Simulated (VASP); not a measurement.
# CrO2 (P6_3/mmc) in VASP: a series of runs

CrO2 is run at these levels: PBEsol; tasks: single point, relaxation of cell and atoms.

All numbers are computed with VASP 6.6.1; they aren't measurements. Logs are shortened: lines on timing, memory, paths and dates and some standing lists are left out, and cuts for length are marked.

## 1. The cell of the first run

Symmetry: P6_3/mmc, No. 194, hexagonal system. Conventional cell: a = 2.588 Å, b = 2.588 Å, c = 10.720 Å, α = 90.00°, β = 90.00°, γ = 120.00°. Cr (site symmetry -6m2) has 6 O at 1.88 Å and 6 Cr at 2.59 Å within 2.6 Å. O (site symmetry 3m) has 3 Cr at 1.88 Å and 7 O at 2.30 to 2.59 Å within 2.6 Å.

## 2. Single point, PBEsol

Contents of INCAR:

```
PREC = Accurate ; ENCUT = 520
EDIFF = 1E-6 ; ISMEAR = 0
SIGMA = 0.1 ; LREAL = F
LASPH = T ; NELM = 80
ALGO = Normal ; ISIF = 2
LWAVE = F ; LCHARG = T
GGA = PS ; LELF = T
LVHAR = T ; NBANDS = 33
```

Contents of KPOINTS:

```
regular mesh
0
Gamma
  12 12 2
```

Contents of POSCAR:

```
CrO2
1.0
    2.5875457527      0.0000000000      0.0000000000
   -1.2937728764      2.2408803553      0.0000000000
    0.0000000000      0.0000000000     10.7203701415
Cr O
2 4
Direct
    0.6666666667      0.3333333333      0.2500000000
    0.3333333333      0.6666666667      0.7500000000
    0.6666666667      0.3333333333      0.6428329955
    0.3333333333      0.6666666667      0.3571670045
    0.6666666667      0.3333333333      0.8571670045
    0.3333333333      0.6666666667      0.1428329955
```

Potentials or basis: VASP PAW PBE potentials, release 64 (Cr_pv, O).

Started as:

```sh
$ cat potpaw_PBE.64/Cr_pv/POTCAR potpaw_PBE.64/O/POTCAR > POTCAR
$ mpirun -np 1 vasp_std > vasp.out
```

OUTCAR:

```text
PREC = Accurate
   ENCUT = 520
   EDIFF = 1E-6
   ISMEAR = 0
   LREAL = F
   LASPH = T
   NELM = 80
   ISIF = 2
   GGA = PS

 ion  position               nearest neighbor table
   1  0.667  0.333  0.250-   4 1.88   6 1.88   4 1.88   6 1.88   4 1.88   6 1.88
   2  0.333  0.667  0.750-   3 1.88   5 1.88   3 1.88   5 1.88   3 1.88   5 1.88
   3  0.667  0.333  0.643-   2 1.88   2 1.88   2 1.88
   4  0.333  0.667  0.357-   1 1.88   1 1.88   1 1.88
   5  0.667  0.333  0.857-   2 1.88   2 1.88   2 1.88
   6  0.333  0.667  0.143-   1 1.88   1 1.88   1 1.88

  LATTYP: Found a hexagonal cell.
 ALAT       =     2.5875457527
 C/A-ratio  =     4.1430649604

  Lattice vectors:

 A1 = (   2.5875457527,   0.0000000000,   0.0000000000)
 A2 = (  -1.2937728764,   2.2408803553,   0.0000000000)
 A3 = (   0.0000000000,   0.0000000000,  10.7203701415)

Analysis of symmetry for initial positions (statically):
=====================================================================
 Subroutine PRICEL returns:
 Original cell was already a primitive cell.

 Routine SETGRP: Setting up the symmetry group for a
 hexagonal supercell.

 Subroutine GETGRP returns: Found 24 space group operations
 (whereof 12 operations were pure point group operations)
 out of a pool of 24 trial point group operations.

The static configuration has the point symmetry D_3d.
 The point group associated with its full space group is D_6h.

Analysis of symmetry for dynamics (positions and initial velocities):
=====================================================================
 Subroutine PRICEL returns:
 Original cell was already a primitive cell.

 Routine SETGRP: Setting up the symmetry group for a
 hexagonal supercell.

 Subroutine GETGRP returns: Found 24 space group operations
 (whereof 12 operations were pure point group operations)
 out of a pool of 24 trial point group operations.

The dynamic configuration has the point symmetry D_3d.
 The point group associated with its full space group is D_6h.

 Subroutine INISYM returns: Found 24 space group operations
 (whereof 12 operations are pure point group operations),
 and found     1 'primitive' translations

----------------------------------------------------------------------------------------

                                     Primitive cell

  volume of cell :      62.1608

  direct lattice vectors                    reciprocal lattice vectors
     2.587545753  0.000000000  0.000000000     0.386466596  0.223126593  0.000000000
    -1.293772876  2.240880355  0.000000000     0.000000000  0.446253187  0.000000000
     0.000000000  0.000000000 10.720370142     0.000000000  0.000000000  0.093280361

  length of vectors
     2.587545753  2.587545753 10.720370142     0.446253187  0.446253187  0.093280361

  position of ions in fractional coordinates (direct lattice)
     0.666666667  0.333333333  0.250000000
     0.333333333  0.666666667  0.750000000
     0.666666667  0.333333333  0.642832996
     0.333333333  0.666666667  0.357167004
     0.666666667  0.333333333  0.857167004
     0.333333333  0.666666667  0.142832996

  ion indices of the primitive-cell ions
   primitive index   ion index
                 1           1
                 2           2
                 3           3
                 4           4
                 5           5
                 6           6

----------------------------------------------------------------------------------------

 KPOINTS: regular mesh

Automatic generation of k-mesh.
 Grid dimensions read from file:
 generate k-points for:   12   12    2

 Generating k-lattice:

  Cartesian coordinates                     Fractional coordinates (reciprocal lattice)
     0.032205550  0.018593883  0.000000000     0.083333333 -0.000000000  0.000000000
     0.000000000  0.037187766  0.000000000     0.000000000  0.083333333  0.000000000
     0.000000000  0.000000000  0.046640181     0.000000000  0.000000000  0.500000000

  Length of vectors
     0.037187766  0.037187766  0.046640181

  Shift w.r.t. Gamma in fractional coordinates (k-lattice)
     0.000000000  0.000000000  0.000000000

 Subroutine IBZKPT returns following result:
 ===========================================

 Found     38 irreducible k-points:

 Following reciprocal coordinates:
            Coordinates               Weight
  0.000000  0.000000  0.000000      1.000000
  0.083333  0.000000  0.000000      6.000000
  0.166667 -0.000000  0.000000      6.000000
  0.250000 -0.000000  0.000000      6.000000
  0.333333 -0.000000  0.000000      6.000000
  0.416667 -0.000000  0.000000      6.000000
[... 16 lines left out ...]
  0.250000 -0.000000  0.500000      6.000000
  0.333333 -0.000000  0.500000      6.000000
 [... further k-points ...]
   k-points           NKPTS =     38   k-points in BZ     NKDIM =     38   number of bands    NBANDS=     33
   number of dos      NEDOS =    301   number of ions     NIONS =      6
   total plane-waves  NPLWV =  32000
   dimension x,y,z NGX =    20 NGY =   20 NGZ =   80
   dimension x,y,z NGXF=    40 NGYF=   40 NGZF=  160
   ions per type =               2   4
   NGX,Y,Z   is equivalent  to a cutoff of  12.85, 12.85, 12.41 a.u.
   NGXF,Y,Z  is equivalent  to a cutoff of  25.70, 25.70, 24.81 a.u.
 SYSTEM =  unknown system
   PREC   = accura    normal or accurate (medium, high low for compatibility)
   ISTART =      0    job   : 0-new  1-cont  2-samecut
   ICHARG =      2    charge: 1-file 2-atom 10-const
   ISPIN  =      1    spin polarized calculation?
   LNONCOLLINEAR =      F non collinear calculations
   LSORBIT =      F    spin-orbit coupling
   LASPH  =      T    aspherical Exc in radial PAW
   ENCUT  =  520.0 eV  38.22 Ry    6.18 a.u.   4.81  4.81 19.93*2*pi/ulx,y,z
   NELM   =     80;   NELMIN=  2; NELMDL= -5     # of ELM steps
   EDIFF  = 0.1E-05   stopping-criterion for ELM
   LREAL  =      F    real-space projection
   EDIFFG = 0.1E-04   stopping-criterion for IOM
   NSW    =      0    number of steps for IOM
   IBRION =     -1    ionic relax: 0-MD 1-quasi-New 2-CG
   NFREE  =      0    steps in history (QN), initial steepest desc. (CG)
   ISIF   =      2    stress and relaxation
   ISYM   =      2    0-nonsym 1-usesym 2-fastsym
   POTIM  = 0.5000    time-step for ionic-motion
   TEBEG  =    0.0;   TEEND  =   0.0 temperature during run
   PSTRESS=    0.0 pullay stress
   NELECT =      48.0000    total number of electrons
   NUPDOWN=      -1.0000    fix difference up-down
   EMIN   =  10.00;   EMAX   =-10.00  energy-range for DOS
   EFERMI =   0.00;   METHOD = LEGACY
   ISMEAR =     0;   SIGMA  =   0.10  broadening in eV -4-tet -1-fermi 0-gaus
   EFERMI_NEDOS =   21; number of points for ismear=-14 and -15
   IALGO  =     38    algorithm
   IMIX   =      4    mixing-type and parameters
     AMIX     =   0.40;   BMIX     =  1.00
     AMIX_MAG =   1.60;   BMIX_MAG =  1.00
  volume/ion in A,a.u.               =      10.36        69.91
  Fermi-wavevector in a.u.,A,eV,Ry     =   1.501930  2.838237 30.691945  2.255794
  Thomas-Fermi vector in A             =   2.613237
   LORBIT       =      0    0 simple, 1 ext, 2 COOP (PROOUT), +10 PAW based schemes
   GGA     = PS    functional components
   LHFCALC =     F    Hartree Fock is set to
   AEXX    =    0.0000 exact exchange contribution
   IVDW    =     0    specifies the selected vdW correction
   LEPSILON=     F    determine dielectric tensor
   LRPA    =     F    only Hartree local field effects (RPA)
 non-spin polarized calculation
 Gauss-broadening in eV      SIGMA  =   0.10
  energy-cutoff  :      520.00
  volume of cell :       62.16
 maximum number of plane-waves:      1698
 NGX is ok and might be reduce to    20
   NGX =  9   NGY =  9   NGZ = 39

 number of electron      48.0000000 magnetization

 Free energy of the ion-electron system (eV)
  ---------------------------------------------------
  ext. energy  EPLUGINS =         0.00000000
  ---------------------------------------------------
  free energy    TOTEN  =       -52.26129370 eV

  energy without entropy =      -52.26115318  energy(sigma->0) =      -52.26122344

 E-fermi :   4.6619     XC(G=0): -11.1954

 val. band max:        4.5519967173   @ k =   0.0000   0.0000   0.0000
 cond. band min:       4.8338450435   @ k =   0.3333   0.3333   0.5000
 fundamental gap:      0.2818483262
 Fermi energy:         4.6619437152

 k-point     1 :       0.0000    0.0000    0.0000
  band No.  band energies     occupation
      1     -39.8843      2.00000
      2     -39.8842      2.00000
      3     -39.6089      2.00000
      4     -39.6089      2.00000
      5     -39.6089      2.00000
      6     -39.6089      2.00000
[... 25 lines left out ...]
     32       6.1255      0.00000
     33      10.1754      0.00000

 k-point     2 :       0.0833    0.0000    0.0000
  band No.  band energies     occupation
      1     -39.8741      2.00000
      2     -39.8740      2.00000
      3     -39.6573      2.00000
      4     -39.6573      2.00000
      5     -39.6191      2.00000
      6     -39.6191      2.00000
[... 25 lines left out ...]
     32       6.2700      0.00000
     33      10.1478      0.00000

 k-point     3 :       0.1667   -0.0000    0.0000
  band No.  band energies     occupation
      1     -39.8462      2.00000
      2     -39.8462      2.00000
      3     -39.7881      2.00000
      4     -39.7881      2.00000
      5     -39.6469      2.00000
      6     -39.6469      2.00000
[... 25 lines left out ...]
     32       6.6210      0.00000
     33      10.1443      0.00000

 k-point     4 :       0.2500   -0.0000    0.0000
  band No.  band energies     occupation
      1     -39.9636      2.00000
      2     -39.9636      2.00000
      3     -39.8080      2.00000
      4     -39.8080      2.00000
      5     -39.6847      2.00000
      6     -39.6847      2.00000
[... 673 lines left out ...]
     32       6.6165      0.00000
     33      10.1446      0.00000

 k-point    23 :       0.2500   -0.0000    0.5000
  band No.  band energies     occupation
      1     -39.9636      2.00000
      2     -39.9636      2.00000
      3     -39.8080      2.00000
      4     -39.8080      2.00000
      5     -39.6847      2.00000
      6     -39.6847      2.00000
[... 25 lines left out ...]
     32       7.0177      0.00000
     33      10.1457      0.00000

 k-point    24 :       0.3333   -0.0000    0.5000
  band No.  band energies     occupation
      1     -40.1356      2.00000
      2     -40.1356      2.00000
      3     -39.7696      2.00000
      4     -39.7696      2.00000
      5     -39.7223      2.00000
      6     -39.7223      2.00000
[... 25 lines left out ...]
     32       7.3570      0.00000
     33      10.1461      0.00000

 [... further k-points ...]

------------------------ aborting loop because EDIFF is reached ----------------------------------------

  FORCE on cell =-STRESS in cart. coord.  units (eV):
  Direction    XX          YY          ZZ          XY          YZ          ZX
  --------------------------------------------------------------------------------------
  -------------------------------------------------------------------------------------
  Total        0.4307419      0.4307419      0.4462487     -0.0000000      0.0000000     -0.0000000
  in kB       11.1022565     11.1022565     11.5019400     -0.0000000      0.0000000     -0.0000000
  external PRESSURE =      11.2354843 kB  Pullay stress =       0.0000000 kB

 VOLUME and BASIS-vectors are now :
 -----------------------------------------------------------------------------
  energy-cutoff  :      520.00
  volume of cell :       62.16
      direct lattice vectors                 reciprocal lattice vectors
     2.587545753  0.000000000  0.000000000     0.386466596  0.223126593  0.000000000
    -1.293772876  2.240880355  0.000000000     0.000000000  0.446253187  0.000000000
     0.000000000  0.000000000 10.720370142     0.000000000  0.000000000  0.093280361

 POSITION                                       TOTAL-FORCE (eV/Angst)
 -----------------------------------------------------------------------------------
      1.29377      0.74696      2.68009        -0.000000     -0.000000      0.000000
     -0.00000      1.49392      8.04028         0.000000     -0.000000      0.000000
      1.29377      0.74696      6.89141        -0.000000      0.000000     -0.112666
     -0.00000      1.49392      3.82896         0.000000     -0.000000      0.112666
      1.29377      0.74696      9.18915        -0.000000      0.000000      0.112666
     -0.00000      1.49392      1.53122        -0.000000     -0.000000     -0.112666
 -----------------------------------------------------------------------------------
    total drift:                               -0.000000      0.000000     -0.000000

  FREE ENERGIE OF THE ION-ELECTRON SYSTEM (eV)
  ---------------------------------------------------
  free  energy   TOTEN  =       -52.2612936956 eV

  energy  without entropy=      -52.2611531764  energy(sigma->0) =      -52.26122344
```

Wall time 40 s (1 thread of Intel Xeon 6975P-C (Granite Rapids), shared host); peak memory 0.21 GiB.

Results:

```
Free energy            : -52.2613 eV
Pressure               : 1.1 GPa
Largest force          : 0.113 eV/Å
Band gap on the k mesh : 0.28 eV (least direct gap 1.54 eV)
```

Forces on the atoms (eV/Å):
```
Cr   0.000  0.000  0.000
Cr   0.000  0.000  0.000
O    0.000  0.000 -0.113
O    0.000  0.000  0.113
O    0.000  0.000  0.113
O    0.000  0.000 -0.113
```

Caveat: semilocal functionals underestimate gaps, and a narrow one can read as zero; the PAW data sets were made with another functional, which shifts forces and pressure a little; the run has no spin polarisation, though such a crystal can be magnetic. A k mesh can miss the band edges.

(Part 1 of 2 ends here.)
